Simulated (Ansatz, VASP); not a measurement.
Li, level by level in two programs

```
Li
1.0
    -1.74287    1.74287    1.74287
     1.74287   -1.74287    1.74287
     1.74287    1.74287   -1.74287
Li
1
Direct
  0.00000 0.00000 0.00000
```

Single points on this cell with VASP 6.6.1 and Ansatz 0.2.0. Each row is one pair of runs. Alike in all rows: spin: off; smearing: fermi-dirac, width 0.05 eV.

```csv
level,k mesh,"VASP's potentials, cutoff","Ansatz's potentials, cutoff","gap on the k mesh at the Fermi level (eV), VASP","gap on the k mesh at the Fermi level (eV), Ansatz"
r2SCAN+D3(BJ),11 × 11 × 11,"VASP PAW PBE potentials, release 64 (Li_sv), 520 eV","Ansatz PAW, 500 eV",none,none
PBEsol,11 × 11 × 11,"VASP PAW PBE potentials, release 64 (Li_sv), 520 eV","Ansatz PAW, 420 eV",none,none
revPBE,11 × 11 × 11,"VASP PAW PBE potentials, release 64 (Li_sv), 520 eV","Ansatz PAW, 420 eV",none,none
LDA,11 × 11 × 11,"VASP PAW LDA potentials, release 64 (Li_sv), 520 eV","Ansatz PAW, 420 eV",none,none
PBEsol+D3(BJ),11 × 11 × 11,"VASP PAW PBE potentials, release 64 (Li_sv), 520 eV","Ansatz PAW, 420 eV",none,none
PBE,11 × 11 × 11,"VASP PAW PBE potentials, release 64 (Li_sv), 520 eV","JTH PAW, 1170 eV",none,none
PBE0,6 × 6 × 6,"VASP PAW PBE potentials, release 64 (Li_sv), 520 eV","Ansatz PAW, 420 eV",none,none
```

A gap of «none» marks a metal or a gap that the smearing closes.

The k mesh is coarse in some rows, so the values compare programs but aren't converged. Noted on VASP's runs: the cutoff is short for stress, so the pressure is rough. Noted on Ansatz's runs: the potentials were made for another functional, which shifts forces and pressure.
